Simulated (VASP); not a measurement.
Wanted: the native input for a VASP 6.6.1 run.

```yaml
Task: single point
Functional: PBEsol
Potentials_or_basis: VASP PAW PBE potentials, release 64 (K_sv, Mg, F)
Cutoff: 520 eV
k_mesh: 6 × 6 × 6
Occupations: gaussian, width 0.01 eV
Spin: no spin polarisation
Dipole_correction: no
Further_INCAR_settings: ALGO = Normal; EDIFF = 1e-06; NBANDS = 24
```

The structure of KMgF3 (cubic perovskite) lies in POSCAR:

```
KMgF3
1.0
    3.9242219515      0.0000000000      0.0000000000
    0.0000000000      3.9242219515      0.0000000000
    0.0000000000      0.0000000000      3.9242219515
K Mg F
1 1 3
Direct
    0.5000000000      0.5000000000      0.5000000000
    0.0000000000      0.0000000000      0.0000000000
    0.5000000000      0.0000000000      0.0000000000
    0.0000000000      0.5000000000      0.0000000000
    0.0000000000      0.0000000000      0.5000000000
```

This cell differs from its parent crystal: volume scaled by 0.94.

These files were run (other wordings do the same):

INCAR

```
PREC = Accurate
ENCUT = 520
EDIFF = 1E-6
ISMEAR = 0
SIGMA = 0.01
LREAL = F
LASPH = T
NELM = 80
ALGO = Normal
ISIF = 2
LWAVE = F
LCHARG = T
GGA = PS
LELF = T
LVHAR = T
NBANDS = 24
```

KPOINTS

```
regular mesh
0
Gamma
  6 6 6
```

Potentials or basis: VASP PAW PBE potentials, release 64 (K_sv, Mg, F).

The run is started by

```console
$ cat potpaw_PBE.64/K_sv/POTCAR potpaw_PBE.64/Mg/POTCAR potpaw_PBE.64/F/POTCAR > POTCAR
$ mpirun -np 1 vasp_std > vasp.out
```

Results of the run:

```yaml
Pressure: 3.8 GPa
Band_gap_on_the_k_mesh: 7.48 eV, indirect (least direct gap 7.80 eV)
```

Caveat: the PAW data sets were made with another functional, which shifts forces and pressure a little.

Run time: 15 s on 1 thread of Intel(R) Xeon(R) 6975P-C (Granite Rapids), with other jobs on the host, peak memory 0.18 GiB.
